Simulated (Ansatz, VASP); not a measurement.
TiO2: VASP beside Ansatz

Contents of INCAR:

```
PREC = Accurate
ENCUT = 520
EDIFF = 1E-7
ISMEAR = 0
SIGMA = 0.05
LREAL = False
LASPH = True
NELM = 150
ALGO = Normal
ISIF = 2
LWAVE = False
LCHARG = False
LMAXMIX = 4
LDAU = True
LDAUTYPE = 2
LDAUL = 2 -1
LDAUU = 4 0
LDAUJ = 0 0
LDAUPRINT = 1
GGA = PE
NBANDS = 33
```

KPOINTS

```
regular mesh
0
Gamma
  6 6 10
```

POSCAR

```
TiO2
1.0
    4.8259977085      0.0000000000      0.0000000000
    0.0000000000      4.8259977085      0.0000000000
    0.0000000000      0.0000000000      2.8861283248
Ti O
2 4
Direct
    0.0000000000      0.0000000000      0.0000000000
    0.5000000000      0.5000000000      0.5000000000
    0.3056475955      0.3056475955      0.0000000000
    0.1943524045      0.8056475955      0.5000000000
    0.6943524045      0.6943524045      0.0000000000
    0.8056475955      0.1943524045      0.5000000000
```

Input for Ansatz:

```yaml
crystal:
  lattice:
    - [4.8259977085, 0.0, 0.0]
    - [0.0, 4.8259977085, 0.0]
    - [0.0, 0.0, 2.8861283248]
  atoms:
    - { symbol: Ti, position: [0.0, 0.0, 0.0] }
    - { symbol: Ti, position: [0.5, 0.5, 0.5] }
    - { symbol: O, position: [0.3056475955, 0.3056475955, 0.0] }
    - { symbol: O, position: [0.1943524045, 0.8056475955, 0.5] }
    - { symbol: O, position: [0.6943524045, 0.6943524045, 0.0] }
    - { symbol: O, position: [0.8056475955, 0.1943524045, 0.5] }
basis:
  ecutwfc: 420
kpoints:
  mp_grid: { grid: [6, 6, 10] }
hamiltonian:
  xc: pbe
  hubbard: { sites: [{ species: Ti, l: d, u_eff: 4.0 }] }
scf:
  occupations: { method: gaussian, width: 0.05 }
output:
  forces: true
  stress: true
  eigenvalues: true
  write_density: true
  write_potential: true
  elf: true
  volumetric_format: npy
```

Change from the starting cell: strain +0.040 along x and y, -0.040 along z, atoms carried along.

Alike in both runs: task single point; functional PBE; k mesh 6 × 6 × 10; occupations gaussian, width 0.05 eV; no spin polarisation; Hubbard terms Ti d U = 4.0 eV.

```csv
,VASP,Ansatz
version,VASP 6.6.1,Ansatz 0.2.0
potentials or method,"VASP PAW PBE potentials, release 64 (Ti_sv, O), cutoff 520 eV","scalar-relativistic, plane waves, PAW"
valence electrons in the cell,48,48
```

VASP gave:

```
gap on the k mesh at the Fermi level (eV)                     : 2.27
least direct gap on the mesh (eV)                             : 2.31
pressure (GPa)                                                : -0.4
traceless stress, the component that is largest in VASP (GPa) : 13.39
rms of the force components (eV/Å)                            : 0.006
```

Task: Estimate Ansatz's values.

Result: gap on the k mesh at the Fermi level (eV): 2.20; least direct gap on the mesh (eV): 2.27; pressure (GPa): -4.2; traceless stress, the component that is largest in VASP (GPa): 12.52; rms of the force components (eV/Å): 0.121.

The programs project onto different local orbitals, so the same U acts differently, and such runs can settle in different states. Atom by atom the forces differ by 0.115 eV/Å (rms over components).
